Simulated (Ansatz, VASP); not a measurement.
CO2 in VASP and in Ansatz

```xyz
6
Lattice="2.6429 -2.2811 0.0000 2.6429 2.2811 0.0000 0.0000 0.0000 6.4270" Properties=species:S:1:pos:R:3 pbc="T T T"
C     0.0000    0.0000    0.0000
C     2.6429    0.0000    3.2135
O     2.6429   -1.3469    5.7392
O     2.6429    1.3469    0.6878
O     2.6429   -0.9342    2.5257
O     2.6429    0.9342    3.9013
```

Change from the starting cell: uniaxial_y strain -4.2%.

Alike in both runs: task single point; functional r2SCAN; k mesh 8 × 8 × 4; no spin polarisation.

```csv
,VASP,Ansatz
version,VASP 6.6.1,Ansatz 0.2.0
potentials or method,"VASP PAW PBE potentials, release 64 (C, O)","plane waves, PAW"
plane-wave cutoff (eV),520,500
occupations,"gaussian, width 0.01 eV",fixed
valence electrons in the cell,32,32
```

|  | VASP | Ansatz | Ansatz less VASP |
| --- | --- | --- | --- |
| gap on the k mesh at the Fermi level (eV) | 7.36 | 7.39 | +0.028 |
| pressure (GPa) | 3.4 | 1.2 | -2.13 |
| traceless stress, the component that is largest in VASP (GPa) | -2.66 | -0.19 | +2.476 |
| rms of the force components (eV/Å) | 0.333 | 0.039 | -0.2948 |

VASP's potentials were made for PBE, not for r2SCAN. Atom by atom the forces differ by 0.372 eV/Å (rms over components).

Noted on VASP's run: the standard files for N, O and F lose accuracy on very short bonds.
